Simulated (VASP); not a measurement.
# Ir (Fm-3m) in VASP: further runs

Runs on Ir. Level: BLYP. Tasks: single point.

Program: VASP 6.6.1. These are calculated values, not measurements. Logs are shortened: lines on timing, memory, paths and dates and some standing lists are left out, and cuts for length are marked.

### 1 The cell of the first run

Symmetry: Fm-3m, No. 225, cubic system. The conventional cell has a = 3.937 Å, b = 3.937 Å, c = 3.937 Å, α = 90.00°, β = 90.00°, γ = 90.00°. Ir (site symmetry m-3m) has 12 Ir at 2.78 Å within 3.7 Å.

### 2 Single point, BLYP, collinear spin, ferromagnetic start

The input, INCAR:

```
PREC = Accurate ; ENCUT = 520
EDIFF = 1E-6 ; ISMEAR = -1
SIGMA = 0.05 ; LREAL = F
LASPH = T ; NELM = 150
ALGO = Normal ; ISIF = 2
LWAVE = F ; LCHARG = F
ISPIN = 2 ; MAGMOM = 1
LORBIT = 11 ; LMAXMIX = 4
GGA = B5 ; ALDAX = 1.0
AGGAX = 1.0 ; AGGAC = 1.0
ALDAC = 0.0 ; NBANDS = 14
```

The input, KPOINTS:

```
Automatic mesh
0
Gamma
  22 22 22
```

The input, POSCAR:

```
Ir
1.0
    0.0000000000      1.9683987098      1.9683987098
    1.9683987098      0.0000000000      1.9683987098
    1.9683987098      1.9683987098      0.0000000000
Ir
1
Direct
    0.0000000000      0.0000000000      0.0000000000
```

Potentials or basis: VASP PAW PBE potentials, release 64 (Ir).

Launch:

```console
> cat potpaw_PBE.64/Ir/POTCAR > POTCAR
> mpirun -np 1 vasp_std > vasp.out
```

OUTCAR:

```text
PREC = Accurate
   ENCUT = 520
   EDIFF = 1E-6
   ISMEAR = -1
   LREAL = F
   LASPH = T
   NELM = 150
   ISIF = 2
   ISPIN = 2
   LORBIT = 11
   GGA = B5

 ion  position               nearest neighbor table
   1  0.000  0.000  0.000-

  LATTYP: Found a face centered cubic cell.
 ALAT       =     3.9367974196

  Lattice vectors:

 A1 = (   0.0000000000,   1.9683987098,   1.9683987098)
 A2 = (   1.9683987098,   0.0000000000,   1.9683987098)
 A3 = (   1.9683987098,   1.9683987098,   0.0000000000)

Analysis of symmetry for initial positions (statically):
=====================================================================
 Subroutine PRICEL returns:
 Original cell was already a primitive cell.

 Routine SETGRP: Setting up the symmetry group for a
 face centered cubic supercell.

 Subroutine GETGRP returns: Found 48 space group operations
 (whereof 48 operations were pure point group operations)
 out of a pool of 48 trial point group operations.

The static configuration has the point symmetry O_h .

Analysis of symmetry for dynamics (positions and initial velocities):
=====================================================================
 Subroutine PRICEL returns:
 Original cell was already a primitive cell.

 Routine SETGRP: Setting up the symmetry group for a
 face centered cubic supercell.

 Subroutine GETGRP returns: Found 48 space group operations
 (whereof 48 operations were pure point group operations)
 out of a pool of 48 trial point group operations.

The dynamic configuration has the point symmetry O_h .

Analysis of structural, dynamic, and magnetic symmetry:
=====================================================================
 Subroutine PRICEL returns:
 Original cell was already a primitive cell.

 Routine SETGRP: Setting up the symmetry group for a
 face centered cubic supercell.

 Subroutine GETGRP returns: Found 48 space group operations
 (whereof 48 operations were pure point group operations)
 out of a pool of 48 trial point group operations.

The overall configuration has the point symmetry O_h .

 Subroutine INISYM returns: Found 48 space group operations
 (whereof 48 operations are pure point group operations),
 and found     1 'primitive' translations

----------------------------------------------------------------------------------------

                                     Primitive cell

  volume of cell :      15.2535

  direct lattice vectors                    reciprocal lattice vectors
     0.000000000  1.968398710  1.968398710    -0.254013578  0.254013578  0.254013578
     1.968398710  0.000000000  1.968398710     0.254013578 -0.254013578  0.254013578
     1.968398710  1.968398710  0.000000000     0.254013578  0.254013578 -0.254013578

  length of vectors
     2.783736152  2.783736152  2.783736152     0.439964424  0.439964424  0.439964424

  position of ions in fractional coordinates (direct lattice)
[... 121 lines left out ...]
  ext. energy  EPLUGINS =         0.00000000
  ---------------------------------------------------
  free energy    TOTEN  =        -7.44632169 eV

  energy without entropy =       -7.43610310  energy(sigma->0) =       -7.44121240

 E-fermi :   9.6992     XC(G=0): -12.8403

 val. band max:        9.6966965558   @ k =  -0.3636   0.0455   0.0000
 cond. band min:       9.7094113551   @ k =  -0.3636   0.2727   0.0000
 fundamental gap:      0.0127147993
 Fermi energy:         9.6992407968

 spin component 1

 k-point     1 :       0.0000    0.0000    0.0000
  band No.  band energies     occupation
      1      -0.4100      1.00000
      2       6.2494      1.00000
      3       6.2494      1.00000
      4       6.2494      1.00000
      5       8.6216      1.00000
      6       8.6216      1.00000
      7      24.5023      0.00000
      8      29.5123      0.00000
      9      29.5123      0.00000
     10      29.5123      0.00000
     11      34.6014      0.00000
     12      41.5872      0.00000
     13      41.5873      0.00000
     14      41.5887      0.00000
[... 379 lines left out ...]
      3       6.2346      1.00000
      4       8.8807      1.00000
      5      10.3720      0.00000
      6      10.9886      0.00000
      7      16.4921      0.00000
      8      24.2381      0.00000
      9      28.6976      0.00000
     10      29.1428      0.00000
     11      37.9957      0.00000
     12      38.3431      0.00000
     13      39.4817      0.00000
     14      42.0088      0.00000

 [... further k-points ...]

 spin component 2

 k-point     1 :       0.0000    0.0000    0.0000
  band No.  band energies     occupation
      1      -0.4100      1.00000
      2       6.2494      1.00000
      3       6.2494      1.00000
      4       6.2494      1.00000
      5       8.6215      1.00000
      6       8.6215      1.00000
      7      24.5022      0.00000
      8      29.5122      0.00000
      9      29.5122      0.00000
     10      29.5122      0.00000
     11      34.6013      0.00000
     12      41.5871      0.00000
     13      41.5887      0.00000
     14      41.8204      0.00000
[... 379 lines left out ...]
      3       6.2345      1.00000
      4       8.8807      1.00000
      5      10.3720      0.00000
      6      10.9885      0.00000
      7      16.4920      0.00000
      8      24.2380      0.00000
      9      28.6976      0.00000
     10      29.1427      0.00000
     11      37.9956      0.00000
     12      38.3431      0.00000
     13      39.4816      0.00000
     14      42.0114      0.00000

 [... further k-points ...]
[... 5 lines left out ...]
  --------------------------------------------------------------------------------------
  -------------------------------------------------------------------------------------
  Total        0.2151461      0.2151461      0.2151461     -0.0000000     -0.0000000      0.0000000
  in kB       22.5982507     22.5982507     22.5982507     -0.0000000     -0.0000000      0.0000000
  external PRESSURE =      22.5982507 kB  Pullay stress =       0.0000000 kB

 VOLUME and BASIS-vectors are now :
 -----------------------------------------------------------------------------
  energy-cutoff  :      520.00
  volume of cell :       15.25
      direct lattice vectors                 reciprocal lattice vectors
     0.000000000  1.968398710  1.968398710    -0.254013578  0.254013578  0.254013578
     1.968398710  0.000000000  1.968398710     0.254013578 -0.254013578  0.254013578
     1.968398710  1.968398710  0.000000000     0.254013578  0.254013578 -0.254013578

 POSITION                                       TOTAL-FORCE (eV/Angst)
 -----------------------------------------------------------------------------------
      0.00000      0.00000      0.00000         0.000000     -0.000000      0.000000
 -----------------------------------------------------------------------------------
    total drift:                               -0.000000     -0.000000     -0.000000

  FREE ENERGIE OF THE ION-ELECTRON SYSTEM (eV)
  ---------------------------------------------------
  free  energy   TOTEN  =        -7.4463216919 eV

  energy  without entropy=       -7.4361030999  energy(sigma->0) =       -7.44121240

 total charge

# of ion       s       p       d       tot
------------------------------------------
    1        0.633   0.616   6.974   8.223

 magnetization (x)

# of ion       s       p       d       tot
------------------------------------------
    1        0.000   0.000  -0.000  -0.000
```

OSZICAR:

```text
N       E                     dE             d eps       ncg     rms          rms(c)
DAV:   1     0.516893520759E+02    0.51689E+02   -0.43037E+03 18430   0.615E+02
DAV:   2    -0.665507961156E+01   -0.58344E+02   -0.54298E+02 21254   0.165E+02
DAV:   3    -0.788512325907E+01   -0.12300E+01   -0.12259E+01 24246   0.257E+01
DAV:   4    -0.789496619267E+01   -0.98429E-02   -0.98407E-02 23400   0.221E+00
DAV:   5    -0.789512985364E+01   -0.16366E-03   -0.16365E-03 24426   0.270E-01    0.128E+01
DAV:   6    -0.751643960234E+01    0.37869E+00   -0.74215E-01 26018   0.826E+00    0.478E+00
DAV:   7    -0.745081924864E+01    0.65620E-01   -0.19978E-01 28182   0.365E+00    0.211E+00
DAV:   8    -0.744888554830E+01    0.19337E-02   -0.32968E-03 23738   0.437E-01    0.945E-01
DAV:   9    -0.744633723461E+01    0.25483E-02   -0.13828E-03 25664   0.331E-01    0.204E-01
DAV:  10    -0.744631710871E+01    0.20126E-04   -0.21128E-04 22956   0.121E-01    0.446E-02
DAV:  11    -0.744631911411E+01   -0.20054E-05   -0.31401E-06 25644   0.139E-02    0.132E-02
DAV:  12    -0.744632086992E+01   -0.17558E-05   -0.85459E-07 20056   0.797E-03    0.776E-03
DAV:  13    -0.744632169195E+01   -0.82202E-06   -0.81402E-07 22678   0.771E-03
   1 F= -.74463217E+01 E0= -.74412124E+01  d E =-.102186E-01  mag=    -0.0000
```

stdout:

```text
POSCAR found type information on POSCAR Ir
 POSCAR found :  1 types and       1 ions
 scaLAPACK will be used
 -----------------------------------------------------------------------------
|                                                                             |
|                                                                             |
|     You enforced a specific xc type in the INCAR file but a different       |
|     I HOPE YOU KNOW WHAT YOU ARE DOING!                                     |
|                                                                             |
 -----------------------------------------------------------------------------

 LDA part: xc-table for (Slater(with rela. corr.)+VWN5), standard interpolation
 POSCAR, INCAR and KPOINTS ok, starting setup
 FFT: planning ... GRIDC
 FFT: planning ... GRID_SOFT
 FFT: planning ... GRID
 WAVECAR not read
 entering main loop
```

Run time: 52 s. Hardware: 1 thread of Intel Xeon 6975P-C (Granite Rapids), shared host; peak memory 0.23 GiB.

Results:

```
Free energy                                           : -7.4463 eV
Pressure                                              : 2.3 GPa
Net moment                                            : 0.00 μB per cell
Valence electrons inside the program's atomic spheres : Ir 8.22
```

Caveat: the PAW data sets were made with another functional, which shifts forces and pressure a little; spin-orbit coupling is left out, which moves the levels of the heavy elements.

### 3 Single point, BLYP, collinear spin, ferromagnetic start

The input, INCAR:

```
SYSTEM = Ir
AGGAC = 1.0
AGGAX = 1.0
ALDAC = 0.0
ALDAX = 1.0
ALGO = Normal
EDIFF = 1E-7
ENCUT = 520
GGA = B5
ISIF = 2
ISMEAR = -1
ISPIN = 2
LASPH = .True.
LCHARG = .True.
LELF = .True.
LMAXMIX = 4
LORBIT = 11
LREAL = .False.
LVHAR = .True.
LWAVE = .False.
MAGMOM = 1
NBANDS = 14
NELM = 150
PREC = Accurate
SIGMA = 0.05
```

The input, KPOINTS:

```
k-points
0
Gamma
  22 22 22
  0 0 0
```

POSCAR is that of step 2.

Potentials or basis: VASP PAW PBE potentials, release 64 (Ir).

Launch:

```console
> cat potpaw_PBE.64/Ir/POTCAR > POTCAR
> mpirun -np 1 vasp_std > vasp.out
```

Wall time 56 s (1 thread of Intel Xeon 6975P-C (Granite Rapids), shared host); peak memory 0.24 GiB.

The run converged. Its results:

```yaml
Free_energy: -7.4463 eV
Pressure: 2.3 GPa
Net_moment: 0.00 μB per cell
Valence_electrons_inside_the_program's_atomic_spheres: Ir 8.22
```

Levels at points of the mesh, in eV from the Fermi level:
Spin up:
| k point | band 1 | band 2 | band 3 | band 4 | band 5 | band 6 | band 7 | band 8 |
| --- | --- | --- | --- | --- | --- | --- | --- | --- |
| (0.00, 0.00, 0.00) | -10.11 | -3.45 | -3.45 | -3.45 | -1.08 | -1.08 | 14.80 | 19.81 |
| (0.50, 0.00, 0.00) | -7.24 | -3.53 | -3.53 | -0.21 | 0.79 | 0.79 | 6.59 | 14.36 |
| (0.50, 0.50, 0.00) | -6.98 | -6.50 | 0.75 | 1.30 | 1.30 | 2.02 | 9.58 | 11.56 |
Spin down:
```csv
k point,band 1,band 2,band 3,band 4,band 5,band 6,band 7,band 8
"(0.00, 0.00, 0.00)",-10.11,-3.45,-3.45,-3.45,-1.08,-1.08,14.80,19.81
"(0.50, 0.00, 0.00)",-7.24,-3.53,-3.53,-0.21,0.79,0.79,6.59,14.36
"(0.50, 0.50, 0.00)",-6.98,-6.50,0.75,1.30,1.30,2.02,9.58,11.56
```

Caveat: the PAW data sets were made with another functional, which shifts forces and pressure a little; spin-orbit coupling is left out, which moves the levels of the heavy elements.

### 4 Single point, BLYP

The input, INCAR:

```
SYSTEM = Ir
  PREC = Accurate
  ENCUT = 520
  EDIFF = 1E-6
  ISMEAR = -1
  SIGMA = 0.1
  LREAL = .FALSE.
  LASPH = .TRUE.
  NELM = 60
  ALGO = Normal
  ISIF = 2
  LWAVE = .FALSE.
  LCHARG = .TRUE.
  GGA = B5
  ALDAX = 1.0
  AGGAX = 1.0
  AGGAC = 1.0
  ALDAC = 0.0
  LELF = .TRUE.
  LVHAR = .TRUE.
  NBANDS = 10
```

The input, KPOINTS:

```
Automatic mesh
0
G
  7 7 7
  0 0 0
```

The input, POSCAR:

```
Ir
1.0
    0.0000000000      1.9688422977      1.9688422977
    1.9688422977      0.0000000000      1.9688422977
    1.9688422977      1.9688422977      0.0000000000
Ir
1
Direct
    0.0000000000      0.0000000000      0.0000000000
```

Launch:

```console
> cat potpaw_PBE.64/Ir/POTCAR > POTCAR
> mpirun -np 1 vasp_std > vasp.out
```

Wall time 15 s (1 thread of AMD EPYC 7R43 (Zen 3), shared host); peak memory 0.11 GiB.

Results (log left out):

- Free energy: -7.5283 eV
- Pressure: 1.0 GPa

Levels at points of the mesh, in eV from the Fermi level:
```
           k point  band 1  band 2  band 3  band 4  band 5  band 6  band 7  band 8
(0.00, 0.00, 0.00)  -10.18   -3.52   -3.52   -3.52   -1.14   -1.14   14.73   19.74
```

Caveat: the k points lie up to 0.39 Å⁻¹ apart; the PAW data sets were made with another functional, which shifts forces and pressure a little; spin-orbit coupling is left out, which moves the levels of the heavy elements.
